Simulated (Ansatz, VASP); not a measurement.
**BaHfO3 in VASP and in Ansatz**

The input INCAR:

```
PREC     = Accurate       # precision mode
ENCUT    = 520            # plane-wave cutoff, eV
EDIFF    = 1E-6           # SCF threshold, eV
ISMEAR   = 0              # smearing method
SIGMA    = 0.02           # smearing width, eV
LREAL    = F              # projectors in reciprocal space
LASPH    = T              # aspherical terms in the spheres
NELM     = 60             # most SCF steps
ALGO     = Normal         # electronic algorithm
ISIF     = 2              # what is computed and relaxed
LWAVE    = F              # write WAVECAR
LCHARG   = F              # write CHGCAR
GGA      = PE             # functional
NBANDS   = 27             # bands
```

The input KPOINTS:

```
regular mesh
0
Gamma
  6 6 6
```

POSCAR

```
BaHfO3
1.0
    4.4777394821      0.0000000000      0.0000000000
    0.0000000000      4.4777394821      0.0000000000
    0.0000000000      0.0000000000      4.1032752743
Ba Hf O
1 1 3
Direct
    0.5000000000      0.5000000000      0.9891139918
    0.0000000000      0.0000000000      0.4962774404
    0.0000000000      0.5000000000      0.5144593408
    0.5000000000      0.0000000000      0.5144593408
    0.0000000000      0.0000000000      0.9757116763
```

Input for Ansatz:

```yaml
crystal:
  lattice:
    - [4.4777394821, 0.0, 0.0]
    - [0.0, 4.4777394821, 0.0]
    - [0.0, 0.0, 4.1032752743]
  atoms:
    - { symbol: Ba, position: [0.5, 0.5, 0.9891139918] }
    - { symbol: Hf, position: [0.0, 0.0, 0.4962774404] }
    - { symbol: O, position: [0.0, 0.5, 0.5144593408] }
    - { symbol: O, position: [0.5, 0.0, 0.5144593408] }
    - { symbol: O, position: [0.0, 0.0, 0.9757116763] }
basis:
  ecutwfc: 420
kpoints:
  mp_grid: { grid: [6, 6, 6] }
hamiltonian:
  xc: pbe
scf:
  occupations: { method: gaussian, width: 0.02 }
output:
  forces: true
  stress: true
  eigenvalues: true
  populations: true
```

Alike in both runs: task single point; functional PBE; k mesh 6 × 6 × 6; occupations gaussian, width 0.02 eV; no spin polarisation.

|  | VASP | Ansatz |
| --- | --- | --- |
| version | VASP 6.6.1 | Ansatz 0.2.0 |
| potentials or method | VASP PAW PBE potentials, release 64 (Ba_sv, Hf_pv, O), cutoff 520 eV | scalar-relativistic, plane waves, PAW |
| valence electrons in the cell | 38 | 54 |

VASP gave:

```
gap on the k mesh at the Fermi level (eV)                     : 3.03
least direct gap on the mesh (eV)                             : 3.32
pressure (GPa)                                                : -10.8
traceless stress, the component that is largest in VASP (GPa) : 10.56
rms of the force components (eV/Å)                            : 0.476
```

Estimate Ansatz's values.

gap on the k mesh at the Fermi level (eV): 3.10; least direct gap on the mesh (eV): 3.32; pressure (GPa): -10.3; traceless stress, the component that is largest in VASP (GPa): 10.74; rms of the force components (eV/Å): 0.481.

Atom by atom the forces differ by 0.019 eV/Å (rms over components). With one functional, cell and mesh, what is left measures potentials, basis and numerics. VASP's potentials hold 38 valence electrons a cell and Ansatz's 54, so a difference there can come from the potentials and not from the codes.

Neither program's run includes spin-orbit coupling.
